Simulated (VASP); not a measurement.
# BiTe (Fm-3m) in VASP: a series of runs, part 2 of 2

VASP 6.6.1.

## Step 3: Vibrations by perturbation theory, PBE

This run uses another cell than the first one, of 34.48 Å³/atom.

INCAR

```
SYSTEM = BiTe
PREC     = Accurate       ! precision mode
ENCUT    = 520            ! plane-wave cutoff, eV
EDIFF    = 1E-8           ! SCF threshold, eV
ISMEAR   = -1             ! smearing method
SIGMA    = 0.15           ! smearing width, eV
LREAL    = .FALSE.        ! projectors in reciprocal space
LASPH    = .TRUE.         ! aspherical terms in the spheres
NELM     = 80             ! most SCF steps
ALGO     = Normal         ! electronic algorithm
ISIF     = 2              ! what is computed and relaxed
LWAVE    = .FALSE.        ! write WAVECAR
LCHARG   = .FALSE.        ! write CHGCAR
GGA      = PE             ! functional
NBANDS   = 18             ! bands
IBRION   = 8              ! ionic algorithm
NSW      = 1              ! ionic steps
```

KPOINTS

```
regular mesh
0
G
  12 12 12
  0 0 0
```

POSCAR

```
BiTe
1.0
    0.0000000000      3.2548796332      3.2548796332
    3.2548796332      0.0000000000      3.2548796332
    3.2548796332      3.2548796332      0.0000000000
Bi Te
1 1
Direct
    0.0000000000      0.0000000000      0.0000000000
    0.5000000000      0.5000000000      0.5000000000
```

Potentials or basis: VASP PAW PBE potentials, release 64 (Bi_d, Te).

Launch:

```sh
$ cat potpaw_PBE.64/Bi_d/POTCAR potpaw_PBE.64/Te/POTCAR > POTCAR
$ mpirun -np 1 vasp_std > vasp.out
```

OUTCAR:

```text
SYSTEM = BiTe
   PREC = Accurate
   ENCUT = 520
   EDIFF = 1E-8
   ISMEAR = -1
   LREAL = .FALSE.
   LASPH = .TRUE.
   NELM = 80
   ISIF = 2
   GGA = PE
   IBRION = 8
   NSW = 1

 ion  position               nearest neighbor table
   1  0.000  0.000  0.000-   2 3.25   2 3.25   2 3.25   2 3.25   2 3.25   2 3.25
   2  0.500  0.500  0.500-   1 3.25   1 3.25   1 3.25   1 3.25   1 3.25   1 3.25

  LATTYP: Found a face centered cubic cell.
 ALAT       =     6.5097592664

  Lattice vectors:
[... 760 lines left out ...]
               1X          1Y          1Z          2X          2Y          2Z
  1X    -2.098507    0.000000    0.000000    2.098507    0.000000    0.000000
  1Y     0.000000   -2.098507    0.000000    0.000000    2.098507    0.000000
  1Z     0.000000    0.000000   -2.098507    0.000000    0.000000    2.098507
  2X     2.131486    0.000000    0.000000   -2.131486    0.000000    0.000000
  2Y     0.000000    2.131486    0.000000    0.000000   -2.131486    0.000000
  2Z     0.000000    0.000000    2.131486    0.000000    0.000000   -2.131486

 Eigenvectors and eigenvalues of the dynamical matrix
 ----------------------------------------------------

   1 f  =    2.556725 THz    16.064378 2PiTHz   85.283172 cm-1    10.573761 meV
             X         Y         Z           dx          dy          dz
      0.000000  0.000000  0.000000    -0.612738    0.000000   -0.000000
      3.254880  3.254880  3.254880     0.790286   -0.000000    0.000000
[... 21 lines left out ...]
   6 f/i=    0.009653 THz     0.060651 2PiTHz    0.321985 cm-1     0.039921 meV
             X         Y         Z           dx          dy          dz
      0.000000  0.000000  0.000000     0.064058   -0.284182   -0.734636
      3.254880  3.254880  3.254880     0.049666   -0.220337   -0.569590

--------------------------------------------------------------------------------------------------------

 ELASTIC MODULI CONTR FROM IONIC RELAXATION (kBar)
 Direction    XX          YY          ZZ          XY          YZ          ZX
 --------------------------------------------------------------------------------
 XX           0.0000      0.0000      0.0000      0.0000      0.0000      0.0000
 YY           0.0000      0.0000      0.0000      0.0000      0.0000      0.0000
 ZZ           0.0000      0.0000      0.0000      0.0000      0.0000      0.0000
 XY           0.0000      0.0000      0.0000      0.0000      0.0000      0.0000
 YZ           0.0000      0.0000      0.0000      0.0000      0.0000      0.0000
 ZX           0.0000      0.0000      0.0000      0.0000      0.0000      0.0000
 --------------------------------------------------------------------------------
```

OSZICAR:

```text
N       E                     dE             d eps       ncg     rms          rms(c)
DAV:   1     0.158266566430E+03    0.15827E+03   -0.98137E+03  2608   0.111E+03
DAV:   2     0.470671516186E+01   -0.15356E+03   -0.14962E+03  2768   0.304E+02
[... 49 lines left out ...]
RMM:   7    -0.469375968960E-01   -0.15613E-05    0.28653E-08 11898   0.120E-03    0.595E-04
RMM:   8    -0.469360267882E-01    0.15701E-05   -0.82914E-07 11586   0.437E-04    0.114E-04
RMM:   9    -0.469363241699E-01   -0.29738E-06    0.26327E-08 12744   0.153E-04    0.639E-05
RMM:  10    -0.469364273239E-01   -0.10315E-06   -0.22277E-07 11400   0.507E-05    0.883E-06
RMM:  11    -0.469364535090E-01   -0.26185E-07   -0.53590E-08 12579   0.202E-05    0.883E-06
RMM:  12    -0.469364551325E-01   -0.16236E-08   -0.16630E-08 10388   0.108E-05    0.172E-06
 Linear response finished
```

stdout:

```text
POSCAR found type information on POSCAR BiTe
 POSCAR found :  2 types and       2 ions
 scaLAPACK will be used
 LDA part: xc-table for (Slater+PW92), standard interpolation
 POSCAR, INCAR and KPOINTS ok, starting setup
 FFT: planning ... GRIDC
 FFT: planning ... GRID_SOFT
 FFT: planning ... GRID
 WAVECAR not read
 entering main loop
 Linear response reoptimize wavefunctions to high precision
 Linear response DOF=           2
 Linear response progress:
 first order change of Fermi-energy   0.49853E-04
 force on displaced ion       1 direction 1 :  -2.099   0.000   0.000
 Linear response progress:
 first order change of Fermi-energy   0.24012E-04
 force on displaced ion       2 direction 1 :  -2.131   0.000   0.000
 Linear response finished
```

Wall time 8.3 min (1 thread of AMD EPYC 9R45 (Zen 5), shared host); peak memory 0.54 GiB.

Results:

```
Highest phonon frequency at Γ, LO-TO splitting left out : 85 cm⁻¹
```

Phonon frequencies in cm⁻¹ (negative: imaginary):
| q point | frequencies |
| --- | --- |
| (0.000, 0.000, 0.000) | 0 0 0 85 85 85 |

Caveat: spin-orbit coupling is left out, which moves the levels of the heavy elements.

## Step 4: Vibrations by perturbation theory, PBE (35.17 Å³/atom)

This run uses another cell than the first one, of 35.17 Å³/atom.

INCAR

```
PREC = Accurate
ENCUT = 520
EDIFF = 1E-8
ISMEAR = -1
SIGMA = 0.15
LREAL = False
LASPH = True
NELM = 100
ALGO = Normal
ISIF = 2
LWAVE = False
LCHARG = False
GGA = PE
NBANDS = 18
IBRION = 8
NSW = 1
```

KPOINTS

```
Automatic mesh
0
Gamma
  12 12 12
```

POSCAR

```
BiTe
1.0
    0.0000000000      3.2764357557      3.2764357557
    3.2764357557      0.0000000000      3.2764357557
    3.2764357557      3.2764357557      0.0000000000
Bi Te
1 1
Direct
    0.0000000000      0.0000000000      0.0000000000
    0.5000000000      0.5000000000      0.5000000000
```

Potentials or basis: VASP PAW PBE potentials, release 64 (Bi_d, Te).

Launch:

```sh
$ cat potpaw_PBE.64/Bi_d/POTCAR potpaw_PBE.64/Te/POTCAR > POTCAR
$ mpirun -np 1 vasp_std > vasp.out
```

OUTCAR:

```text
PREC = Accurate
   ENCUT = 520
   EDIFF = 1E-8
   ISMEAR = -1
   LREAL = False
   LASPH = True
   NELM = 100
   ISIF = 2
   GGA = PE
   IBRION = 8
   NSW = 1

 ion  position               nearest neighbor table
   1  0.000  0.000  0.000-   2 3.28   2 3.28   2 3.28   2 3.28   2 3.28   2 3.28
   2  0.500  0.500  0.500-   1 3.28   1 3.28   1 3.28   1 3.28   1 3.28   1 3.28

  LATTYP: Found a face centered cubic cell.
 ALAT       =     6.5528715114

  Lattice vectors:

[... 758 lines left out ...]
               1X          1Y          1Z          2X          2Y          2Z
  1X    -1.803068    0.000000    0.000000    1.803068    0.000000    0.000000
  1Y     0.000000   -1.803068    0.000000    0.000000    1.803068    0.000000
  1Z     0.000000    0.000000   -1.803068    0.000000    0.000000    1.803068
  2X     1.830143    0.000000    0.000000   -1.830143    0.000000    0.000000
  2Y     0.000000    1.830143    0.000000    0.000000   -1.830143    0.000000
  2Z     0.000000    0.000000    1.830143    0.000000    0.000000   -1.830143

 Eigenvectors and eigenvalues of the dynamical matrix
 ----------------------------------------------------

   1 f  =    2.369415 THz    14.887476 2PiTHz   79.035190 cm-1     9.799110 meV
             X         Y         Z           dx          dy          dz
      0.000000  0.000000  0.000000     0.000000    0.612869    0.000000
      3.276436  3.276436  3.276436     0.000000   -0.790184    0.000000
[... 21 lines left out ...]
   6 f/i=    0.008551 THz     0.053728 2PiTHz    0.285232 cm-1     0.035364 meV
             X         Y         Z           dx          dy          dz
      0.000000  0.000000  0.000000     0.000000    0.000000    0.790184
      3.276436  3.276436  3.276436     0.000000    0.000000    0.612869

--------------------------------------------------------------------------------------------------------

 ELASTIC MODULI CONTR FROM IONIC RELAXATION (kBar)
 Direction    XX          YY          ZZ          XY          YZ          ZX
 --------------------------------------------------------------------------------
 XX           0.0000      0.0000      0.0000      0.0000      0.0000      0.0000
 YY           0.0000      0.0000      0.0000      0.0000      0.0000      0.0000
 ZZ           0.0000      0.0000      0.0000      0.0000      0.0000      0.0000
 XY           0.0000      0.0000      0.0000      0.0000      0.0000      0.0000
 YZ           0.0000      0.0000      0.0000      0.0000      0.0000      0.0000
 ZX           0.0000      0.0000      0.0000      0.0000      0.0000      0.0000
 --------------------------------------------------------------------------------
```

Run time: 8 min. Hardware: 1 thread of AMD EPYC 9R45 (Zen 5), shared host; peak memory 0.55 GiB.

Results:

```yaml
Highest_phonon_frequency_at_Γ_LO-TO_splitting_left_out: 79 cm⁻¹
```

Phonon frequencies in cm⁻¹ (negative: imaginary):
| q point | frequencies |
| --- | --- |
| (0.000, 0.000, 0.000) | 0 0 0 79 79 79 |

Caveat: spin-orbit coupling is left out, which moves the levels of the heavy elements.

## Step 5: Elastic constants, PBE

This run uses another cell than the first one, of 34.48 Å³/atom.

INCAR

```
  PREC = Accurate
  ENCUT = 500
  EDIFF = 1E-8
  ISMEAR = -1
  SIGMA = 0.15
  LREAL = False
  LASPH = True
  NELM = 120
  ALGO = Normal
  ISIF = 3
  LWAVE = False
  LCHARG = False
  GGA = PE
  NBANDS = 18
  IBRION = 6
  NFREE = 2
  POTIM = 0.015
  NSW = 1
  GGA_COMPAT = False
```

KPOINTS

```
regular mesh
0
Gamma
  12 12 12
```

POSCAR

```
BiTe
1.0
    0.0000000000      3.2548796324      3.2548796324
    3.2548796324      0.0000000000      3.2548796324
    3.2548796324      3.2548796324      0.0000000000
Bi Te
1 1
Direct
    0.0000000000      0.0000000000      0.0000000000
    0.5000000000      0.5000000000      0.5000000000
```

Launch:

```sh
$ cat potpaw_PBE.64/Bi_d/POTCAR potpaw_PBE.64/Te/POTCAR > POTCAR
$ mpirun -np 1 vasp_std > vasp.out
```

Wall time 59 min (1 thread of Intel Xeon Platinum 8259CL at 2.50GHz (Skylake/Cascade Lake), shared host); peak memory 0.93 GiB.

Results (log left out):

| Quantity | Value |
| --- | --- |
| Elastic constants C11, C12, C44 | 100, 19, 0 GPa |
| Voigt bulk modulus | 46 GPa |
| Highest phonon frequency at Γ, LO-TO splitting left out | 85 cm⁻¹ |

Phonon frequencies in cm⁻¹ (negative: imaginary):
```
              q point     frequencies
(0.000, 0.000, 0.000)  0 0 0 85 85 85
```

Elastic tensor in Voigt notation (GPa, in the Cartesian axes of the cell as first typed):
```
100  19  19   0   0   0
 19 100  19   0   0   0
 19  19 100   0   0   0
  0   0   0   0   0   0
  0   0   0   0   0   0
  0   0   0   0   0   0
```

Clamped-ion elastic tensor (GPa):
```
100  19  19   0   0   0
 19 100  19   0   0   0
 19  19 100   0   0   0
  0   0   0   0   0   0
  0   0   0   0   0   0
  0   0   0   0   0   0
```

Caveat: the elastic tensor has a negative eigenvalue, so either the cell is unstable as it stands or the mesh is too thin; spin-orbit coupling is left out, which moves the levels of the heavy elements.
